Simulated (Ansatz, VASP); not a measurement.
# PbSe: VASP beside Ansatz

```xyz
2
Lattice="3.7589 0.0000 0.0000 0.0000 3.7589 0.0000 0.0000 0.0000 3.7589" Properties=species:S:1:pos:R:3 pbc="T T T"
Pb    0.0000    0.0000    0.0000
Se    1.8795    1.8795    1.8795
```

Alike in both runs: task single point; functional HSE06; k mesh 4 × 4 × 4; occupations fermi-dirac, width 0.05 eV; no spin polarisation.

```csv
,VASP,Ansatz
version,VASP 6.6.1,Ansatz 0.2.0
potentials or method,"VASP PAW PBE potentials, release 64 (Pb_d, Se)",Ansatz PAW
plane-wave cutoff (eV),520,420
valence electrons in the cell,20,30
```

|  | VASP | Ansatz | Ansatz less VASP |
| --- | --- | --- | --- |
| gap on the k mesh at the Fermi level (eV) | none | none | - |
| pressure (GPa) | -0.1 | 0.0 | +0.11 |

A gap of «none» marks a metal or a gap that the smearing closes. VASP's potentials hold 20 valence electrons a cell and Ansatz's 30, so a difference there can come from the potentials and not from the codes.

The k mesh is coarse, so the values compare programs but aren't converged. Neither program's run includes spin-orbit coupling.
